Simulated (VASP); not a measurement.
Set up this calculation in VASP 6.6.1, as the native input.

| Property | Result |
| --- | --- |
| Task | relaxation of cell and atoms |
| Functional | RPBE |
| Dispersion | D3(BJ) |
| Potentials or basis | VASP PAW PBE potentials, release 64 (Zn, S) |
| Cutoff | 600 eV |
| k mesh | 9 × 9 × 9 |
| Occupations | fermi-dirac, width 0.05 eV |
| Spin | no spin polarisation |
| Dipole correction | no |
| Further INCAR settings | ALGO = Normal; EDIFF = 1e-07; IBRION = 2; EDIFFG = -0.005; NSW = 80; ISIF = 3 |

The structure of ZnS lies in POSCAR:

```
ZnS
1.0
    0.0000000000      2.7020000000      2.7020000000
    2.7020000000      0.0000000000      2.7020000000
    2.7020000000      2.7020000000      0.0000000000
Zn S
1 1
Direct
    0.7500000000      0.7500000000      0.7500000000
    0.0000000000      0.0000000000      0.0000000000
```

These files were run (other wordings do the same):

INCAR

```
ALGO = Normal
EDIFF = 1E-7
EDIFFG = -0.005
ENCUT = 600
GGA = RP
IBRION = 2
ISIF = 3
ISMEAR = -1
IVDW = 12
LASPH = T
LCHARG = F
LREAL = F
LWAVE = F
NELM = 80
NSW = 80
PREC = Accurate
SIGMA = 0.05
```

KPOINTS

```
k-points
0
Gamma
  9 9 9
```

Potentials or basis: VASP PAW PBE potentials, release 64 (Zn, S).

Run with:

```sh
$ cat potpaw_PBE.64/Zn/POTCAR potpaw_PBE.64/S/POTCAR > POTCAR
$ mpirun -np 1 vasp_std > vasp.out
```

Results of the run:

The relaxed volume is 18.16 Å³/atom, the relaxed cell is a = 3.717 Å, b = 3.717 Å, c = 3.717 Å, α = 60.00°, β = 60.00°, γ = 60.00° and the space group after relaxing (to 0.05 Å) is F-43m (No. 216). The energy gained by relaxing is 30.7 meV/atom and the ionic steps are 3. The pressure after relaxing is 0.0 GPa and the band gap on the k mesh is 2.65 eV, direct. The dispersion energy per atom is -1.220 eV.

Caveat: the PAW data sets were made with another functional, which shifts forces and pressure a little.

Run time: 99 s on 1 thread of Intel Xeon 8259CL (shared host), peak memory 0.21 GiB.
